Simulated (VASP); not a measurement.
Runs of VASP 6.6.1 on Pb. The structure is that of space group P6_3/mmc (No. 194), or close to it. The cells are those of the table. This isn't the form of Pb at room conditions, which is fcc.

| cell | gap on the mesh (eV) | pressure (GPa) |
| --- | --- | --- |
| a = 3.619, b = 3.619, c = 5.590 Å, angles 90.0, 90.0, 120.0°, 2 atoms | none | (a) |
| a = 3.480, b = 3.480, c = 6.037 Å, angles 90.0, 90.0, 120.0°, 2 atoms | none | -2.4 |
| a = 3.758, b = 3.758, c = 5.366 Å, angles 90.0, 90.0, 120.0°, 2 atoms | none | -3.1 |
| a = 3.758, b = 3.758, c = 5.143 Å, angles 90.0, 90.0, 120.0°, 2 atoms | none | (b) |
| a = 3.619, b = 3.619, c = 5.366 Å, angles 90.0, 90.0, 120.0°, 2 atoms | none | -0.6 |

Alike in all rows: task single point; level PBEsol; potentials or basis VASP PAW PBE potentials, release 64 (Pb_d); no spin polarisation; k mesh 18 × 18 × 10; cutoff (eV) 520; smearing gaussian 0.15 eV.

Q: Fill in the values left out.

A: (a) -2.3; (b) -1.2.

Caveats: the PAW data sets were made with another functional, which shifts forces and pressure a little; spin-orbit coupling is left out, which moves the levels of the heavy elements; the cell stands under tension (at least some runs).

A k mesh can miss the band edges, and the runs leave out spin-orbit coupling on Pb.

A gap of «none» marks levels without a gap at the run's occupations.
